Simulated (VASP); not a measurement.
A run of VASP 6.6.1 is set up as follows.

Contents of INCAR:

```
ALGO     = Normal         # electronic algorithm
EDIFF    = 1E-7           # SCF threshold, eV
ENCUT    = 520            # plane-wave cutoff, eV
GGA      = PE             # functional
ISIF     = 2              # what is computed and relaxed
ISMEAR   = 0              # smearing method
LASPH    = True           # aspherical terms in the spheres
LCHARG   = False          # write CHGCAR
LREAL    = False          # projectors in reciprocal space
LWAVE    = False          # write WAVECAR
NBANDS   = 28             # bands
NELM     = 60             # most SCF steps
PREC     = Accurate       # precision mode
SIGMA    = 0.05           # smearing width, eV
```

The input KPOINTS:

```
k-points
0
Gamma
  8 8 8
```

POSCAR

```
SrTiO3
1.0
    3.9364094381      0.0000000000      0.0000000000
    0.0000000000      3.9364094381      0.0000000000
    0.0000000000      0.0000000000      3.9364094381
Sr Ti O
1 1 3
Direct
    0.0126740684      0.0000000000      0.0000000000
    0.4885942987      0.5000000000      0.5000000000
   -0.0099596827      0.5000000000      0.5000000000
    0.4873367023      0.0000000000      0.5000000000
    0.4873367023      0.5000000000      0.0000000000
```

Potentials or basis: VASP PAW PBE potentials, release 64 (Sr_sv, Ti_sv, O).

The run is started by

```sh
$ cat potpaw_PBE.64/Sr_sv/POTCAR potpaw_PBE.64/Ti_sv/POTCAR potpaw_PBE.64/O/POTCAR > POTCAR
$ mpirun -np 1 vasp_std > vasp.out
```

Q: What does it give for the largest force?

A: 0.317 eV/Å.

Q: Estimate the pressure.

A: 0.8 GPa.

Q: Predict the band gap on the k mesh.

A: 1.81 eV (least direct gap 2.17 eV).

Forces in eV/Å, atoms in the order of the input:
```
Sr  -0.317  0.000  0.000
Ti   0.259  0.000  0.000
O   -0.002  0.000  0.000
O    0.030  0.000  0.000
O    0.030  0.000  0.000
```

Caveat: the cell differs from its parent crystal (atoms displaced along several vibrational modes). A k mesh can miss the band edges.
